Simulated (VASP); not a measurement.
# Se in VASP: notebook

The runs below take Se through single point, relaxation of cell and atoms, with PBE+D3(BJ).

Program: VASP 6.6.1. These are calculated values, not measurements. Logs are shortened: lines on timing, memory, paths and dates and some standing lists are left out, and cuts for length are marked.

## (1) The cell of the first run

The typed cell holds 4 atoms: a = 4.116 Å, b = 8.239 Å, c = 2.717 Å, α = 90.00°, β = 90.00°, γ = 90.00°.

## (2) Single point, PBE+D3(BJ)

The input, INCAR:

```
  PREC = Accurate
  ENCUT = 500
  EDIFF = 1E-6
  ISMEAR = 0
  SIGMA = 0.1
  LREAL = False
  LASPH = True
  NELM = 120
  ALGO = Normal
  ISIF = 2
  LWAVE = False
  LCHARG = True
  GGA = PE
  IVDW = 12
  LELF = True
  LVHAR = True
  NBANDS = 20
  GGA_COMPAT = False
```

The input, KPOINTS:

```
Automatic mesh
0
Gamma
  10 6 16
```

The input, POSCAR:

```
Se
1.0
    4.1158753599      0.0000000000      0.0000000000
    0.0000000000      8.2388181694      0.0000000000
    0.0000000000      0.0000000000      2.7173282189
Se
4
Direct
    0.6849967725      0.3809019167      0.5000549590
    0.8150032275      0.8809019167      0.4999450410
    0.3150032275      0.6190980833      0.5000549590
    0.1849967725      0.1190980833      0.4999450410
```

Potentials or basis: VASP PAW PBE potentials, release 64 (Se).

Run with:

```console
cat potpaw_PBE.64/Se/POTCAR > POTCAR
mpirun -np 1 vasp_std > vasp.out
```

OUTCAR:

```text
PREC = Accurate
   ENCUT = 500
   EDIFF = 1E-6
   ISMEAR = 0
   LREAL = False
   LASPH = True
   NELM = 120
   ISIF = 2
   GGA = PE
   IVDW = 12
 IVDW          = 12

 ion  position               nearest neighbor table
   1  0.685  0.381  0.500-   3 2.48
   2  0.815  0.881  0.500-   4 2.48
   3  0.315  0.619  0.500-   1 2.48
   4  0.185  0.119  0.500-   2 2.48

  LATTYP: Found a simple orthorhombic cell.
 ALAT       =     2.7173282189
 B/A-ratio  =     1.5146772964
 C/A-ratio  =     3.0319554745

  Lattice vectors:

 A1 = (   0.0000000000,   0.0000000000,   2.7173282189)
 A2 = (   4.1158753599,   0.0000000000,   0.0000000000)
 A3 = (   0.0000000000,   8.2388181694,   0.0000000000)

Analysis of symmetry for initial positions (statically):
=====================================================================
 Subroutine PRICEL returns:
 Original cell was already a primitive cell.

 Routine SETGRP: Setting up the symmetry group for a
 simple orthorhombic supercell.

 Subroutine GETGRP returns: Found  4 space group operations
 (whereof  2 operations were pure point group operations)
 out of a pool of  8 trial point group operations.

The static configuration has the point symmetry C_2 .
 The point group associated with its full space group is D_2 .

Analysis of symmetry for dynamics (positions and initial velocities):
=====================================================================
 Subroutine PRICEL returns:
 Original cell was already a primitive cell.

 Routine SETGRP: Setting up the symmetry group for a
 simple orthorhombic supercell.

 Subroutine GETGRP returns: Found  4 space group operations
 (whereof  2 operations were pure point group operations)
 out of a pool of  8 trial point group operations.

The dynamic configuration has the point symmetry C_2 .
 The point group associated with its full space group is D_2 .

 Subroutine INISYM returns: Found  4 space group operations
 (whereof  2 operations are pure point group operations),
 and found     1 'primitive' translations

----------------------------------------------------------------------------------------

                                     Primitive cell

  volume of cell :      92.1445

  direct lattice vectors                    reciprocal lattice vectors
     4.115875360  0.000000000  0.000000000     0.242961682  0.000000000  0.000000000
     0.000000000  8.238818169  0.000000000     0.000000000  0.121376632  0.000000000
     0.000000000  0.000000000  2.717328219     0.000000000  0.000000000  0.368008543

  length of vectors
     4.115875360  8.238818169  2.717328219     0.242961682  0.121376632  0.368008543

  position of ions in fractional coordinates (direct lattice)
     0.684996772  0.380901917  0.500054959
     0.815003228  0.880901917  0.499945041
     0.315003228  0.619098083  0.500054959
     0.184996772  0.119098083  0.499945041

  ion indices of the primitive-cell ions
   primitive index   ion index
                 1           1
                 2           2
                 3           3
                 4           4

----------------------------------------------------------------------------------------

 KPOINTS: Automatic mesh

Automatic generation of k-mesh.
 Grid dimensions read from file:
 generate k-points for:   10    6   16

 Generating k-lattice:

  Cartesian coordinates                     Fractional coordinates (reciprocal lattice)
     0.024296168  0.000000000  0.000000000     0.100000000  0.000000000  0.000000000
     0.000000000  0.020229439  0.000000000     0.000000000  0.166666667  0.000000000
     0.000000000  0.000000000  0.023000534     0.000000000  0.000000000  0.062500000

  Length of vectors
     0.024296168  0.020229439  0.023000534

  Shift w.r.t. Gamma in fractional coordinates (k-lattice)
     0.000000000  0.000000000  0.000000000

 Subroutine IBZKPT returns following result:
 ===========================================

 Found    216 irreducible k-points:

 Following reciprocal coordinates:
            Coordinates               Weight
  0.000000  0.000000  0.000000      1.000000
  0.100000  0.000000  0.000000      2.000000
  0.200000  0.000000  0.000000      2.000000
  0.300000  0.000000  0.000000      2.000000
  0.400000  0.000000  0.000000      2.000000
  0.500000  0.000000  0.000000      1.000000
[... 16 lines left out ...]
  0.400000  0.500000  0.000000      2.000000
  0.500000  0.500000  0.000000      1.000000
 [... further k-points ...]
   k-points           NKPTS =    216   k-points in BZ     NKDIM =    216   number of bands    NBANDS=     20
   number of dos      NEDOS =    301   number of ions     NIONS =      4
   total plane-waves  NPLWV =  36000
   dimension x,y,z NGX =    30 NGY =   60 NGZ =   20
   dimension x,y,z NGXF=    60 NGYF=  120 NGZF=   40
   ions per type =               4
   NGX,Y,Z   is equivalent  to a cutoff of  12.12, 12.11, 12.24 a.u.
   NGXF,Y,Z  is equivalent  to a cutoff of  24.23, 24.21, 24.47 a.u.
 SYSTEM =  unknown system
   PREC   = accura    normal or accurate (medium, high low for compatibility)
   ISTART =      0    job   : 0-new  1-cont  2-samecut
   ICHARG =      2    charge: 1-file 2-atom 10-const
   ISPIN  =      1    spin polarized calculation?
   LNONCOLLINEAR =      F non collinear calculations
   LSORBIT =      F    spin-orbit coupling
   LASPH  =      T    aspherical Exc in radial PAW
   ENCUT  =  500.0 eV  36.75 Ry    6.06 a.u.   7.50 15.02  4.95*2*pi/ulx,y,z
   NELM   =    120;   NELMIN=  2; NELMDL= -5     # of ELM steps
   EDIFF  = 0.1E-05   stopping-criterion for ELM
   LREAL  =      F    real-space projection
   EDIFFG = 0.1E-04   stopping-criterion for IOM
   NSW    =      0    number of steps for IOM
   IBRION =     -1    ionic relax: 0-MD 1-quasi-New 2-CG
   NFREE  =      0    steps in history (QN), initial steepest desc. (CG)
   ISIF   =      2    stress and relaxation
   ISYM   =      2    0-nonsym 1-usesym 2-fastsym
   POTIM  = 0.5000    time-step for ionic-motion
   TEBEG  =    0.0;   TEEND  =   0.0 temperature during run
   PSTRESS=    0.0 pullay stress
   NELECT =      24.0000    total number of electrons
   NUPDOWN=      -1.0000    fix difference up-down
   EMIN   =  10.00;   EMAX   =-10.00  energy-range for DOS
   EFERMI =   0.00;   METHOD = LEGACY
   ISMEAR =     0;   SIGMA  =   0.10  broadening in eV -4-tet -1-fermi 0-gaus
   EFERMI_NEDOS =   21; number of points for ismear=-14 and -15
   IALGO  =     38    algorithm
   IMIX   =      4    mixing-type and parameters
     AMIX     =   0.40;   BMIX     =  1.00
     AMIX_MAG =   1.60;   BMIX_MAG =  1.00
  volume/ion in A,a.u.               =      23.04       155.46
  Fermi-wavevector in a.u.,A,eV,Ry     =   1.045495  1.975700 14.871996  1.093061
  Thomas-Fermi vector in A             =   2.180294
   LORBIT       =      0    0 simple, 1 ext, 2 COOP (PROOUT), +10 PAW based schemes
   GGA     = PE    functional components
   LHFCALC =     F    Hartree Fock is set to
   AEXX    =    0.0000 exact exchange contribution
   IVDW    =    12    specifies the selected vdW correction
   LEPSILON=     F    determine dielectric tensor
   LRPA    =     F    only Hartree local field effects (RPA)
 non-spin polarized calculation
 Gauss-broadening in eV      SIGMA  =   0.10
  energy-cutoff  :      500.00
  volume of cell :       92.14
 maximum number of plane-waves:      2378
   NGX = 15   NGY = 31   NGZ =  9

 number of electron      24.0000004 magnetization

 Free energy of the ion-electron system (eV)
  ---------------------------------------------------
  ext. energy  EPLUGINS =         0.00000000
  ---------------------------------------------------
  free energy    TOTEN  =       -13.44141142 eV

  energy without entropy =      -13.43514189  energy(sigma->0) =      -13.43827666

 E-fermi :   4.3725     XC(G=0):  -9.7582

 val. band max:        4.3605013661   @ k =   0.2000   0.1667   0.3750
 cond. band min:       4.3796949451   @ k =   0.2000   0.5000   0.5000
 fundamental gap:      0.0191935789
 Fermi energy:         4.3724762941

 k-point     1 :       0.0000    0.0000    0.0000
  band No.  band energies     occupation
      1     -11.7852      2.00000
      2     -10.7185      2.00000
      3      -9.6736      2.00000
      4      -7.8353      2.00000
      5      -1.3361      2.00000
      6      -0.4267      2.00000
[... 12 lines left out ...]
     19      11.0961      0.00000
     20      13.2707      0.00000

 k-point     2 :       0.1000    0.0000    0.0000
  band No.  band energies     occupation
      1     -11.7341      2.00000
      2     -10.7020      2.00000
      3      -9.6469      2.00000
      4      -7.9310      2.00000
      5      -1.3894      2.00000
      6      -0.4278      2.00000
[... 12 lines left out ...]
     19      11.4993      0.00000
     20      13.3096      0.00000

 k-point     3 :       0.2000    0.0000    0.0000
  band No.  band energies     occupation
      1     -11.5864      2.00000
      2     -10.6640      2.00000
      3      -9.5719      2.00000
      4      -8.1892      2.00000
      5      -1.6225      2.00000
      6      -0.8270      2.00000
[... 12 lines left out ...]
     19      12.4285      0.00000
     20      13.4460      0.00000

 k-point     4 :       0.3000    0.0000    0.0000
  band No.  band energies     occupation
      1     -11.3599      2.00000
      2     -10.6400      2.00000
      3      -9.4606      2.00000
      4      -8.5351      2.00000
      5      -2.0041      2.00000
      6      -1.5471      2.00000
[... 12 lines left out ...]
     19      13.3508      0.00000
     20      13.7293      0.00000

 k-point     5 :       0.4000    0.0000    0.0000
  band No.  band energies     occupation
      1     -11.0913      2.00000
      2     -10.6854      2.00000
      3      -9.3210      2.00000
      4      -8.8744      2.00000
      5      -2.2938      2.00000
      6      -2.0795      2.00000
[... 12 lines left out ...]
     19      14.1451      0.00000
     20      14.4826      0.00000

 k-point     6 :       0.5000    0.0000    0.0000
  band No.  band energies     occupation
      1     -10.8430      2.00000
      2     -10.8430      2.00000
      3      -9.1373      2.00000
      4      -9.1373      2.00000
      5      -2.3347      2.00000
      6      -2.3347      2.00000
[... 12 lines left out ...]
     19      14.2974      0.00000
     20      14.2974      0.00000

 k-point     7 :       0.0000    0.1667    0.0000
  band No.  band energies     occupation
      1     -11.7428      2.00000
      2     -10.8704      2.00000
      3      -9.4766      2.00000
      4      -7.9376      2.00000
      5      -1.2793      2.00000
      6      -0.4895      2.00000
[... 12 lines left out ...]
     19      11.4246      0.00000
     20      12.5838      0.00000
[... 277 lines left out ...]
 k-point    20 :       0.1000    0.5000    0.0000
  band No.  band energies     occupation
      1     -11.3724      2.00000
      2     -11.3724      2.00000
      3      -8.6554      2.00000
      4      -8.6554      2.00000
      5      -1.1327      2.00000
      6      -1.1327      2.00000
[... 12 lines left out ...]
     19      12.3862      0.00000
     20      12.3862      0.00000

 k-point    21 :       0.2000    0.5000    0.0000
  band No.  band energies     occupation
      1     -11.2514      2.00000
      2     -11.2514      2.00000
      3      -8.7596      2.00000
      4      -8.7596      2.00000
      5      -1.5047      2.00000
      6      -1.5047      2.00000
[... 12 lines left out ...]
     19      12.1629      0.00000
     20      12.1629      0.00000

 k-point    22 :       0.3000    0.5000    0.0000
  band No.  band energies     occupation
      1     -11.0787      2.00000
      2     -11.0787      2.00000
      3      -8.9195      2.00000
      4      -8.9195      2.00000
      5      -1.7179      2.00000
      6      -1.7179      2.00000
[... 12 lines left out ...]
     19      12.6927      0.00000
     20      12.6927      0.00000

 k-point    23 :       0.4000    0.5000    0.0000
  band No.  band energies     occupation
      1     -10.9102      2.00000
      2     -10.9102      2.00000
      3      -9.0842      2.00000
      4      -9.0842      2.00000
      5      -1.6983      2.00000
      6      -1.6983      2.00000
[... 12 lines left out ...]
     19      13.6831      0.00000
     20      13.6831      0.00000

 k-point    24 :       0.5000    0.5000    0.0000
  band No.  band energies     occupation
      1     -10.8355      2.00000
      2     -10.8355      2.00000
      3      -9.1592      2.00000
      4      -9.1592      2.00000
      5      -1.5831      2.00000
      6      -1.5831      2.00000
[... 12 lines left out ...]
     19      14.1320      0.00000
     20      14.1320      0.00000

 [... further k-points ...]

------------------------ aborting loop because EDIFF is reached ----------------------------------------

 Edisp (eV)   -1.51525

 E8    (eV) :    -0.6248

  FORCE on cell =-STRESS in cart. coord.  units (eV):
  Direction    XX          YY          ZZ          XY          YZ          ZX
  --------------------------------------------------------------------------------------
  -------------------------------------------------------------------------------------
  Total       0.04750     0.06846     0.00967     0.00000     0.00000     0.00000
  in kB       0.82594     1.19035     0.16808     0.00000     0.00000     0.00000
  external pressure =        0.73 kB  Pullay stress =        0.00 kB

 VOLUME and BASIS-vectors are now :
 -----------------------------------------------------------------------------
  energy-cutoff  :      500.00
  volume of cell :       92.14
      direct lattice vectors                 reciprocal lattice vectors
     4.115875360  0.000000000  0.000000000     0.242961682  0.000000000  0.000000000
     0.000000000  8.238818169  0.000000000     0.000000000  0.121376632  0.000000000
     0.000000000  0.000000000  2.717328219     0.000000000  0.000000000  0.368008543

 POSITION                                       TOTAL-FORCE (eV/Angst)
 -----------------------------------------------------------------------------------
      2.81936      3.13818      1.35881         0.008277     -0.010677     -0.000129
      3.35445      7.25759      1.35851        -0.008277     -0.010677      0.000129
      1.29651      5.10064      1.35881        -0.008277      0.010677     -0.000129
      0.76142      0.98123      1.35851         0.008277      0.010677      0.000129
 -----------------------------------------------------------------------------------
    total drift:                               -0.000000     -0.000000     -0.000000

  FREE ENERGIE OF THE ION-ELECTRON SYSTEM (eV)
  ---------------------------------------------------
  free  energy   TOTEN  =       -14.9566634480 eV

  energy  without entropy=      -14.9503939181  energy(sigma->0) =      -14.95352868
```

Wall time 4.6 min (1 thread of Oxide Virtual Turin-like, shared host); peak memory 0.36 GiB.

What came out:

```yaml
Free_energy: -14.9567 eV
Pressure: 0.1 GPa
Largest_force: 0.014 eV/Å
Band_gap_on_the_k_mesh: zero (bands 12 and 13 overlap by 3.93 eV)
Dispersion_energy_per_atom: -0.379 eV
```

Forces in eV/Å, atoms in the order of the input:
```
Se   0.008 -0.011  0.000
Se  -0.008 -0.011  0.000
Se  -0.008  0.011  0.000
Se   0.008  0.011  0.000
```

Stress tensor (GPa, compression positive):
```
0.08 0.00 0.00
0.00 0.12 0.00
0.00 0.00 0.02
```

Levels at points of the mesh, in eV from the Fermi level:
```tsv
k point	band 9	band 10	band 11	band 12	band 13	band 14	band 15	band 16
(0.00, 0.00, 0.00)	-2.76	-2.31	1.16	1.55	2.43	3.23	3.42	3.96
(0.50, 0.00, 0.00)	-2.53	-2.53	2.51	2.51	3.10	3.10	4.27	4.27
(0.00, 0.50, 0.00)	-1.88	-1.88	0.53	0.53	2.71	2.71	4.60	4.60
(0.50, 0.50, 0.00)	-0.23	-0.23	1.22	1.22	3.11	3.11	4.26	4.26
(0.00, 0.00, 0.50)	-3.67	-2.71	-0.99	-0.77	-0.46	-0.18	3.13	3.41
(0.50, 0.00, 0.50)	-4.39	-4.39	-1.19	-1.19	-0.25	-0.25	3.22	3.22
(0.00, 0.50, 0.50)	-3.17	-3.17	-1.09	-1.09	0.15	0.15	2.76	2.76
(0.50, 0.50, 0.50)	-3.76	-3.76	-2.88	-2.88	1.71	1.71	3.25	3.25
```

## (3) Relaxation of cell and atoms, PBE+D3(BJ)

The input, INCAR:

```
SYSTEM = Se
PREC = Accurate ; ENCUT = 500
EDIFF = 1E-7 ; ISMEAR = 0
SIGMA = 0.1 ; LREAL = .False.
LASPH = .True. ; NELM = 120
ALGO = Normal ; ISIF = 3
LWAVE = .False. ; LCHARG = .False.
GGA = PE ; IVDW = 12
IBRION = 2 ; NSW = 100
EDIFFG = -0.005 ; GGA_COMPAT = .False.
NELMIN = 4
```

The input, KPOINTS:

```
regular mesh
0
Gamma
  10 6 16
  0 0 0
```

POSCAR is that of step 2.

Potentials or basis: VASP PAW PBE potentials, release 64 (Se).

Run with:

```console
cat potpaw_PBE.64/Se/POTCAR > POTCAR
mpirun -np 1 vasp_std > vasp.out
```

Wall time 9.1 min (1 thread of Oxide Virtual Turin-like, shared host); peak memory 0.33 GiB.

The run converged. Its results:

- Free energy: -14.9567 eV
- Relaxed volume: 23.06 Å³/atom
- Relaxed cell: a = 4.117 Å, b = 8.243 Å, c = 2.718 Å, α = 90.00°, β = 90.00°, γ = 90.00°
- Space group after relaxing (to 0.1 Å): Pbam (No. 55)
- Energy gained by relaxing: 0.0 meV/atom
- Ionic steps: 3
- Pressure after relaxing: 0.0 GPa
- Largest force after relaxing: 0.005 eV/Å
- Band gap on the k mesh: zero (bands 12 and 13 overlap by 3.92 eV)
- Dispersion energy per atom: -0.378 eV

Forces in eV/Å, atoms in the order of the input:
```
Se   0.002 -0.004  0.000
Se  -0.002 -0.004  0.000
Se  -0.002  0.004  0.000
Se   0.002  0.004  0.000
```

Final structure:
```xyz
4
Lattice="4.1173 0.0000 0.0000 0.0000 8.2429 0.0000 0.0000 0.0000 2.7175" Properties=species:S:1:pos:R:3 pbc="T T T"
Se    2.8206    3.1394    1.3589
Se    3.3554    7.2608    1.3586
Se    1.2967    5.1035    1.3589
Se    0.7619    0.9820    1.3586
```

Levels at points of the mesh, in eV from the Fermi level:
```
           k point  band 10  band 11  band 12  band 13  band 14  band 15
(0.00, 0.00, 0.00)    -2.31     1.15     1.54     2.43     3.24     3.42
(0.50, 0.00, 0.00)    -2.53     2.50     2.50     3.11     3.11     4.27
(0.00, 0.50, 0.00)    -1.87     0.52     0.52     2.72     2.72     4.60
(0.50, 0.50, 0.00)    -0.23     1.22     1.22     3.11     3.11     4.26
(0.00, 0.00, 0.50)    -2.71    -0.98    -0.76    -0.46    -0.18     3.12
(0.50, 0.00, 0.50)    -4.39    -1.18    -1.18    -0.25    -0.25     3.22
(0.00, 0.50, 0.50)    -3.16    -1.09    -1.09     0.15     0.15     2.76
(0.50, 0.50, 0.50)    -3.76    -2.88    -2.88     1.70     1.70     3.24
```
